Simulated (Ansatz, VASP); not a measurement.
# One calculation of Pt, two programs

```xyz
2
Lattice="2.7391 0.0000 0.0000 -1.3696 2.3722 0.0000 0.0000 0.0000 4.7485" Properties=species:S:1:pos:R:3 pbc="T T T"
Pt    1.3696    0.7907    3.5614
Pt    0.0000    1.5814    1.1871
```

Alike in both runs: functional r2SCAN; k mesh 12 × 12 × 6; no spin polarisation.

Ansatz relaxed the structure, and its values are those at the end. VASP's run is a single point on that final structure, the one shown.

```csv
,VASP,Ansatz
version,VASP 6.6.1,Ansatz 0.2.0
potentials or method,"VASP PAW PBE potentials, release 64 (Pt)","plane waves, PAW"
plane-wave cutoff (eV),520,500
occupations,"fermi-dirac, width 0.1 eV",fermi-dirac
valence electrons in the cell,20,36
```

```csv
,VASP,Ansatz,Ansatz less VASP
pressure (GPa),0.7,0.0,-0.67
```

VASP's potentials were made for PBE, not for r2SCAN. VASP's potentials hold 20 valence electrons a cell and Ansatz's 36, so a difference there can come from the potentials and not from the codes.

Neither program's run includes spin-orbit coupling.
